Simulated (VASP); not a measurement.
Mg8O9 (a cell with a defect), 17 atoms in the cell. The cell holds a defect, 17 atoms: a = 5.932 Å, b = 5.932 Å, c = 5.932 Å, α = 60.00°, β = 60.00°, γ = 60.00°. 

- Program: VASP 6.6.1
- Task: single point
- Functional: PBEsol
- Potentials or basis: VASP PAW PBE potentials, release 64 (Mg, O)
- Cutoff: 520 eV
- k mesh: 2 × 2 × 2
- Occupations: fermi-dirac, width 0.05 eV
- Spin: collinear spin
- Starting moments: [0.0, 0.0, 0.0, 0.0, 0.0, 0.0, 0.0, 0.0, 0.0, 0.0, 0.0, 0.0, 0.0, 0.0, 0.0, 0.0, 1.0] μB
- Dipole correction: no
- Further INCAR settings: LREAL = Auto; ALGO = Normal; EDIFF = 1e-07; NBANDS = 53

Potentials or basis: VASP PAW PBE potentials, release 64 (Mg, O).

Launch:

```sh
$ cat potpaw_PBE.64/Mg/POTCAR potpaw_PBE.64/O/POTCAR > POTCAR
$ mpirun -np 1 vasp_std > vasp.out
```

Hardware: 1 thread of Intel(R) Xeon(R) Platinum 8259CL CPU @ 2.50GHz (Skylake/Cascade Lake), with other jobs on the host.

Q: Estimate the wall time of this run.

A: It took 5 min on 1 thread of Intel(R) Xeon(R) Platinum 8259CL CPU @ 2.50GHz (Skylake/Cascade Lake), on a shared host, peak memory 0.42 GiB. Counts: scf iterations 16, k points 8.
